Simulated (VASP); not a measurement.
# TePb (Pm-3m) in VASP: notebook

The runs below take TePb through single point, with PBE.

Program: VASP 6.6.1. These are calculated values, not measurements. Logs are shortened: lines on timing, memory, paths and dates and some standing lists are left out, and cuts for length are marked.

**1. The cell of the first run**

It takes space group Pm-3m (No. 221, cubic). The conventional cell has a = 3.849 Å, b = 3.849 Å, c = 3.849 Å, α = 90.00°, β = 90.00°, γ = 90.00°. Pb (site symmetry m-3m) has 8 Te at 3.33 Å and 6 Pb at 3.85 Å within 4.4 Å. Te (site symmetry m-3m) has 8 Pb at 3.33 Å and 6 Te at 3.85 Å within 4.4 Å.

**2. Single point, PBE (Sn replaced by Pb, lengths x 1.015, strained)**

Contents of INCAR:

```
PREC = Accurate
ENCUT = 500
EDIFF = 1E-6
ISMEAR = 0
SIGMA = 0.1
LREAL = False
LASPH = True
NELM = 120
ALGO = Normal
ISIF = 2
LWAVE = False
LCHARG = False
GGA = PE
NBANDS = 17
GGA_COMPAT = False
```

Contents of KPOINTS:

```
regular mesh
0
Gamma
  6 6 6
```

Contents of POSCAR:

```
TePb
1.0
    3.8485948458      0.0000000000      0.0000000000
    0.0000000000      3.8485948458      0.0000000000
    0.0000000000      0.0000000000      3.8485948458
Pb Te
1 1
Direct
    0.0000000000      0.0000000000      0.0000000000
    0.5000000000      0.5000000000      0.5000000000
```

Potentials or basis: VASP PAW PBE potentials, release 64 (Pb_d, Te).

Run with:

```sh
cat potpaw_PBE.64/Pb_d/POTCAR potpaw_PBE.64/Te/POTCAR > POTCAR
mpirun -np 1 vasp_std > vasp.out
```

OUTCAR:

```text
PREC = Accurate
   ENCUT = 500
   EDIFF = 1E-6
   ISMEAR = 0
   LREAL = False
   LASPH = True
   NELM = 120
   ISIF = 2
   GGA = PE

 ion  position               nearest neighbor table
   1  0.000  0.000  0.000-   2 3.33   2 3.33   2 3.33   2 3.33   2 3.33   2 3.33   2 3.33   2 3.33

   2  0.500  0.500  0.500-   1 3.33   1 3.33   1 3.33   1 3.33   1 3.33   1 3.33   1 3.33   1 3.33

  LATTYP: Found a simple cubic cell.
 ALAT       =     3.8485948458

  Lattice vectors:

 A1 = (   3.8485948458,   0.0000000000,   0.0000000000)
 A2 = (   0.0000000000,   3.8485948458,   0.0000000000)
 A3 = (   0.0000000000,   0.0000000000,   3.8485948458)

Analysis of symmetry for initial positions (statically):
=====================================================================
 Subroutine PRICEL returns:
 Original cell was already a primitive cell.

 Routine SETGRP: Setting up the symmetry group for a
 simple cubic supercell.

 Subroutine GETGRP returns: Found 48 space group operations
 (whereof 48 operations were pure point group operations)
 out of a pool of 48 trial point group operations.

The static configuration has the point symmetry O_h .

Analysis of symmetry for dynamics (positions and initial velocities):
=====================================================================
 Subroutine PRICEL returns:
 Original cell was already a primitive cell.

 Routine SETGRP: Setting up the symmetry group for a
 simple cubic supercell.

 Subroutine GETGRP returns: Found 48 space group operations
 (whereof 48 operations were pure point group operations)
 out of a pool of 48 trial point group operations.

The dynamic configuration has the point symmetry O_h .

 Subroutine INISYM returns: Found 48 space group operations
 (whereof 48 operations are pure point group operations),
 and found     1 'primitive' translations

----------------------------------------------------------------------------------------

                                     Primitive cell

  volume of cell :      57.0042

  direct lattice vectors                    reciprocal lattice vectors
     3.848594846  0.000000000  0.000000000     0.259835093  0.000000000  0.000000000
     0.000000000  3.848594846  0.000000000     0.000000000  0.259835093  0.000000000
     0.000000000  0.000000000  3.848594846     0.000000000  0.000000000  0.259835093

  length of vectors
     3.848594846  3.848594846  3.848594846     0.259835093  0.259835093  0.259835093

  position of ions in fractional coordinates (direct lattice)
     0.000000000  0.000000000  0.000000000
     0.500000000  0.500000000  0.500000000

  ion indices of the primitive-cell ions
   primitive index   ion index
                 1           1
                 2           2

----------------------------------------------------------------------------------------

 KPOINTS: regular mesh

Automatic generation of k-mesh.
 Grid dimensions read from file:
 generate k-points for:    6    6    6

 Generating k-lattice:

  Cartesian coordinates                     Fractional coordinates (reciprocal lattice)
     0.043305849  0.000000000  0.000000000     0.166666667  0.000000000  0.000000000
     0.000000000  0.043305849  0.000000000     0.000000000  0.166666667  0.000000000
     0.000000000  0.000000000  0.043305849     0.000000000  0.000000000  0.166666667

  Length of vectors
     0.043305849  0.043305849  0.043305849

  Shift w.r.t. Gamma in fractional coordinates (k-lattice)
     0.000000000  0.000000000  0.000000000

 Subroutine IBZKPT returns following result:
 ===========================================

 Found     20 irreducible k-points:

 Following reciprocal coordinates:
            Coordinates               Weight
  0.000000  0.000000  0.000000      1.000000
  0.166667  0.000000  0.000000      6.000000
  0.333333  0.000000  0.000000      6.000000
  0.500000  0.000000  0.000000      3.000000
  0.166667  0.166667  0.000000     12.000000
  0.333333  0.166667  0.000000     24.000000
[... 12 lines left out ...]
  0.500000  0.500000  0.333333      6.000000
  0.500000  0.500000  0.500000      1.000000
   k-points           NKPTS =     20   k-points in BZ     NKDIM =     20   number of bands    NBANDS=     17
   number of dos      NEDOS =    301   number of ions     NIONS =      2
   total plane-waves  NPLWV =  21952
   dimension x,y,z NGX =    28 NGY =   28 NGZ =   28
   dimension x,y,z NGXF=    56 NGYF=   56 NGZF=   56
   ions per type =               1   1
   NGX,Y,Z   is equivalent  to a cutoff of  12.10, 12.10, 12.10 a.u.
   NGXF,Y,Z  is equivalent  to a cutoff of  24.19, 24.19, 24.19 a.u.
 SYSTEM =  unknown system
   PREC   = accura    normal or accurate (medium, high low for compatibility)
   ISTART =      0    job   : 0-new  1-cont  2-samecut
   ICHARG =      2    charge: 1-file 2-atom 10-const
   ISPIN  =      1    spin polarized calculation?
   LNONCOLLINEAR =      F non collinear calculations
   LSORBIT =      F    spin-orbit coupling
   LASPH  =      T    aspherical Exc in radial PAW
   ENCUT  =  500.0 eV  36.75 Ry    6.06 a.u.   7.02  7.02  7.02*2*pi/ulx,y,z
   NELM   =    120;   NELMIN=  2; NELMDL= -5     # of ELM steps
   EDIFF  = 0.1E-05   stopping-criterion for ELM
   LREAL  =      F    real-space projection
   EDIFFG = 0.1E-04   stopping-criterion for IOM
   NSW    =      0    number of steps for IOM
   IBRION =     -1    ionic relax: 0-MD 1-quasi-New 2-CG
   NFREE  =      0    steps in history (QN), initial steepest desc. (CG)
   ISIF   =      2    stress and relaxation
   ISYM   =      2    0-nonsym 1-usesym 2-fastsym
   POTIM  = 0.5000    time-step for ionic-motion
   TEBEG  =    0.0;   TEEND  =   0.0 temperature during run
   PSTRESS=    0.0 pullay stress
   NELECT =      20.0000    total number of electrons
   NUPDOWN=      -1.0000    fix difference up-down
   EMIN   =  10.00;   EMAX   =-10.00  energy-range for DOS
   EFERMI =   0.00;   METHOD = LEGACY
   ISMEAR =     0;   SIGMA  =   0.10  broadening in eV -4-tet -1-fermi 0-gaus
   EFERMI_NEDOS =   21; number of points for ismear=-14 and -15
   IALGO  =     38    algorithm
   IMIX   =      4    mixing-type and parameters
     AMIX     =   0.40;   BMIX     =  1.00
     AMIX_MAG =   1.60;   BMIX_MAG =  1.00
  volume/ion in A,a.u.               =      28.50       192.34
  Fermi-wavevector in a.u.,A,eV,Ry     =   1.154647  2.181967 18.139425  1.333210
  Thomas-Fermi vector in A             =   2.291282
   LORBIT       =      0    0 simple, 1 ext, 2 COOP (PROOUT), +10 PAW based schemes
   GGA     = PE    functional components
   LHFCALC =     F    Hartree Fock is set to
   AEXX    =    0.0000 exact exchange contribution
   IVDW    =     0    specifies the selected vdW correction
   LEPSILON=     F    determine dielectric tensor
   LRPA    =     F    only Hartree local field effects (RPA)
 non-spin polarized calculation
 Gauss-broadening in eV      SIGMA  =   0.10
  energy-cutoff  :      500.00
  volume of cell :       57.00
 maximum number of plane-waves:      1472
   NGX = 15   NGY = 15   NGZ = 15

 number of electron      19.9999986 magnetization

 Free energy of the ion-electron system (eV)
  ---------------------------------------------------
  ext. energy  EPLUGINS =         0.00000000
  ---------------------------------------------------
  free energy    TOTEN  =        -6.97390985 eV

  energy without entropy =       -6.96920156  energy(sigma->0) =       -6.97155571

 E-fermi :   7.8147     XC(G=0): -10.2329

 val. band max:        7.7221897481   @ k =   0.5000   0.1667   0.0000
 cond. band min:       7.8687662677   @ k =   0.5000   0.5000   0.3333
 fundamental gap:      0.1465765196
 Fermi energy:         7.8147045391

 k-point     1 :       0.0000    0.0000    0.0000
  band No.  band energies     occupation
      1      -9.3285      2.00000
      2      -9.3285      2.00000
      3      -9.2080      2.00000
      4      -9.2080      2.00000
      5      -9.2080      2.00000
      6      -5.1940      2.00000
[... 9 lines left out ...]
     16      19.3264      0.00000
     17      19.3285      0.00000

 k-point     2 :       0.1667    0.0000    0.0000
  band No.  band energies     occupation
      1      -9.3269      2.00000
      2      -9.3027      2.00000
      3      -9.2184      2.00000
      4      -9.2184      2.00000
      5      -9.2073      2.00000
      6      -4.9377      2.00000
[... 9 lines left out ...]
     16      17.6576      0.00000
     17      18.5062      0.00000

 k-point     3 :       0.3333    0.0000    0.0000
  band No.  band energies     occupation
      1      -9.3239      2.00000
      2      -9.2516      2.00000
      3      -9.2390      2.00000
      4      -9.2390      2.00000
      5      -9.2060      2.00000
      6      -4.2200      2.00000
[... 9 lines left out ...]
     16      16.6455      0.00000
     17      19.1299      0.00000

 k-point     4 :       0.5000    0.0000    0.0000
  band No.  band energies     occupation
      1      -9.3224      2.00000
      2      -9.2492      2.00000
      3      -9.2492      2.00000
      4      -9.2262      2.00000
      5      -9.2053      2.00000
      6      -3.5558      2.00000
[... 9 lines left out ...]
     16      19.6008      0.00000
     17      20.4657      0.00000
[... 263 lines left out ...]
      1      -9.2946      2.00000
      2      -9.2842      2.00000
      3      -9.2696      2.00000
      4      -9.1999      2.00000
      5      -9.1727      2.00000
      6      -2.3940      2.00000
[... 9 lines left out ...]
     16      19.1789      0.00000
     17      21.3367      0.00000

 k-point    19 :       0.5000    0.5000    0.3333
  band No.  band energies     occupation
      1      -9.3049      2.00000
      2      -9.2822      2.00000
      3      -9.2822      2.00000
      4      -9.1858      2.00000
      5      -9.1576      2.00000
      6      -2.2078      2.00000
[... 9 lines left out ...]
     16      20.7936      0.00000
     17      21.8007      0.00000

 k-point    20 :       0.5000    0.5000    0.5000
  band No.  band energies     occupation
      1      -9.2962      2.00000
      2      -9.2962      2.00000
      3      -9.2962      2.00000
      4      -9.1570      2.00000
      5      -9.1570      2.00000
      6      -2.0761      2.00000
[... 9 lines left out ...]
     16      22.6127      0.00000
     17      23.8191      0.00000

------------------------ aborting loop because EDIFF is reached ----------------------------------------

  FORCE on cell =-STRESS in cart. coord.  units (eV):
  Direction    XX          YY          ZZ          XY          YZ          ZX
  --------------------------------------------------------------------------------------
  -------------------------------------------------------------------------------------
  Total        2.0636415      2.0636415      2.0636415      0.0000000     -0.0000000      0.0000000
  in kB       58.0013689     58.0013689     58.0013689      0.0000000     -0.0000000      0.0000000
  external PRESSURE =      58.0013689 kB  Pullay stress =       0.0000000 kB

 VOLUME and BASIS-vectors are now :
 -----------------------------------------------------------------------------
  energy-cutoff  :      500.00
  volume of cell :       57.00
      direct lattice vectors                 reciprocal lattice vectors
     3.848594846  0.000000000  0.000000000     0.259835093  0.000000000  0.000000000
     0.000000000  3.848594846  0.000000000     0.000000000  0.259835093  0.000000000
     0.000000000  0.000000000  3.848594846     0.000000000  0.000000000  0.259835093

 POSITION                                       TOTAL-FORCE (eV/Angst)
 -----------------------------------------------------------------------------------
      0.00000      0.00000      0.00000         0.000000      0.000000      0.000000
      1.92430      1.92430      1.92430         0.000000      0.000000      0.000000
 -----------------------------------------------------------------------------------
    total drift:                               -0.000000      0.000000     -0.000000

  FREE ENERGIE OF THE ION-ELECTRON SYSTEM (eV)
  ---------------------------------------------------
  free  energy   TOTEN  =        -6.9739098528 eV

  energy  without entropy=       -6.9692015612  energy(sigma->0) =       -6.97155571
```

Run time: 26 s. Hardware: 1 thread of Intel Xeon 8259CL, shared host; peak memory 0.16 GiB.

Results:

| Quantity | Value |
| --- | --- |
| Free energy | -6.9739 eV |
| Pressure | 5.8 GPa |
| Band gap on the k mesh | zero (bands 10 and 11 overlap by 1.65 eV) |

Levels at points of the mesh, in eV from the Fermi level:
| k point | band 7 | band 8 | band 9 | band 10 | band 11 | band 12 | band 13 | band 14 |
| --- | --- | --- | --- | --- | --- | --- | --- | --- |
| (0.00, 0.00, 0.00) | -6.41 | -1.87 | -1.87 | -1.87 | 3.81 | 3.81 | 6.04 | 6.04 |
| (0.50, 0.00, 0.00) | -9.55 | -0.55 | -0.19 | -0.19 | 0.35 | 2.43 | 2.43 | 5.09 |
| (0.50, 0.50, 0.00) | -8.01 | -5.11 | -5.11 | 0.23 | 3.90 | 4.06 | 4.06 | 6.23 |
| (0.50, 0.50, 0.50) | -7.02 | -2.90 | -2.90 | -2.90 | -1.41 | -1.41 | -1.41 | 14.80 |

Caveat: the cell differs from its parent crystal (Sn replaced by Pb, lengths x 1.015, strained); the cell stands under pressure; spin-orbit coupling is left out, which moves the levels of the heavy elements.

**3. Single point, PBE (Sn replaced by Pb, lengths x 1.015, strained)**

Contents of INCAR:

```
SYSTEM = TePb
ALGO = Normal
EDIFF = 1E-6
ENCUT = 500
GGA = PE
GGA_COMPAT = .FALSE.
ISIF = 2
ISMEAR = 0
LASPH = .TRUE.
LCHARG = .FALSE.
LREAL = .FALSE.
LWAVE = .FALSE.
NBANDS = 17
NELM = 120
PREC = Accurate
SIGMA = 0.1
```

Contents of KPOINTS:

```
k-points
0
G
  12 12 12
  0 0 0
```

POSCAR is that of step 2.

Potentials or basis: VASP PAW PBE potentials, release 64 (Pb_d, Te).

Run with:

```sh
cat potpaw_PBE.64/Pb_d/POTCAR potpaw_PBE.64/Te/POTCAR > POTCAR
mpirun -np 1 vasp_std > vasp.out
```

Run time: 78 s. Hardware: 1 thread of Intel Xeon 8259CL, shared host; peak memory 0.21 GiB.

The run converged. Its results:

```
Free energy            : -6.9581 eV
Pressure               : 5.8 GPa
Band gap on the k mesh : zero (bands 10 and 11 overlap by 1.65 eV)
```

Levels at points of the mesh, in eV from the Fermi level:
```tsv
k point	band 8	band 9	band 10	band 11	band 12	band 13
(0.00, 0.00, 0.00)	-1.77	-1.77	-1.77	3.91	3.91	6.13
(0.50, 0.00, 0.00)	-0.45	-0.09	-0.09	0.45	2.53	2.53
(0.50, 0.50, 0.00)	-5.01	-5.01	0.33	4.00	4.16	4.16
(0.50, 0.50, 0.50)	-2.81	-2.81	-2.81	-1.32	-1.32	-1.32
```

Caveat: the cell differs from its parent crystal (Sn replaced by Pb, lengths x 1.015, strained); the cell stands under pressure; spin-orbit coupling is left out, which moves the levels of the heavy elements.
